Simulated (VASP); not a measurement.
Input of a VASP 6.6.1 run:

Contents of INCAR:

```
ALGO     = Normal         # electronic algorithm
EDIFF    = 1E-6           # SCF threshold, eV
EDIFFG   = -0.03          # ionic threshold
ENCUT    = 520            # plane-wave cutoff, eV
GGA      = PE             # functional
IBRION   = 2              # ionic algorithm
ISIF     = 2              # what is computed and relaxed
ISMEAR   = -1             # smearing method
KPAR     = 2            
LASPH    = T              # aspherical terms in the spheres
LCHARG   = F              # write CHGCAR
LREAL    = F              # projectors in reciprocal space
LWAVE    = F              # write WAVECAR
NELM     = 100            # most SCF steps
NSW      = 80             # ionic steps
PREC     = Accurate       # precision mode
SIGMA    = 0.1            # smearing width, eV
```

The input KPOINTS:

```
k-points
0
Gamma
  7 7 7
```

File POSCAR:

```
MoAu
1.0
    5.0234560000      0.0000000000      0.0000000000
    0.0000000000      5.0234560000      0.0000000000
    0.0000000000      0.0000000000      5.0234560000
Au Mo
4 4
Direct
    0.1500000000      0.1500000000      0.1500000000
    0.3500000000      0.8500000000      0.6500000000
    0.6500000000      0.3500000000      0.8500000000
    0.8500000000      0.6500000000      0.3500000000
    0.8440000000      0.8440000000      0.8440000000
    0.6560000000      0.1560000000      0.3440000000
    0.3440000000      0.6560000000      0.1560000000
    0.1560000000      0.3440000000      0.6560000000
```

Potentials or basis: VASP PAW PBE potentials, release 64 (Au, Mo_sv).

Launch:

```console
$ cat potpaw_PBE.64/Au/POTCAR potpaw_PBE.64/Mo_sv/POTCAR > POTCAR
$ mpirun -np 2 vasp_std > vasp.out
```

Q: Estimate the band gap on the k mesh.

A: Zero (bands 50 and 51 overlap by 0.51 eV).

Q: Predict the energy gained by relaxing.

A: 7.8 meV/atom.

Final structure:
```
Au Mo
1.0
     5.02346    0.00000    0.00000
     0.00000    5.02346    0.00000
     0.00000    0.00000    5.02346
Au Mo
4 4
Cartesian
  0.7660 0.7660 0.7660
  1.7457 4.2574 3.2778
  3.2778 1.7457 4.2574
  4.2574 3.2778 1.7457
  4.2592 4.2592 4.2592
  3.2760 0.7643 1.7474
  1.7474 3.2760 0.7643
  0.7643 1.7474 3.2760
```

Caveat: spin-orbit coupling is left out, which moves the levels of the heavy elements.
